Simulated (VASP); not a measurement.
Runs of VASP 6.6.1 on Pd. The structure is that of space group P6_3/mmc (No. 194), or close to it. The cells are those of the table. This isn't the form of Pd at room conditions, which is fcc.

| cell | gap on the mesh (eV) | pressure (GPa) | moment (μB) |
| --- | --- | --- | --- |
| a = 2.768, b = 2.768, c = 9.154 Å, angles 90.0, 90.0, 120.0°, 4 atoms | none | 6.7 | 1.45 |
| a = 2.729, b = 2.729, c = 9.025 Å, angles 90.0, 90.0, 120.0°, 4 atoms | none | 15.3 | 1.27 |
| a = 2.688, b = 2.688, c = 8.892 Å, angles 90.0, 90.0, 120.0°, 4 atoms | none | (a) | 0.97 |
| a = 2.806, b = 2.806, c = 9.279 Å, angles 90.0, 90.0, 120.0°, 4 atoms | none | (b) | 1.55 |

Alike in all rows: task single point; level RPBE; potentials or basis VASP PAW PBE potentials, release 64 (Pd); spin collinear; k mesh 14 × 14 × 4; cutoff (eV) 520; smearing fermi-dirac 0.05 eV.

Task: Fill in the values left out.

Result: (a) 26.5; (b) 0.0.

Caveats: the PAW data sets were made with another functional, which shifts forces and pressure a little; the cell stands under pressure (at least some runs).

A k mesh can miss the band edges, and the runs leave out spin-orbit coupling on Pd.

A gap of «none» marks levels without a gap at the run's occupations.
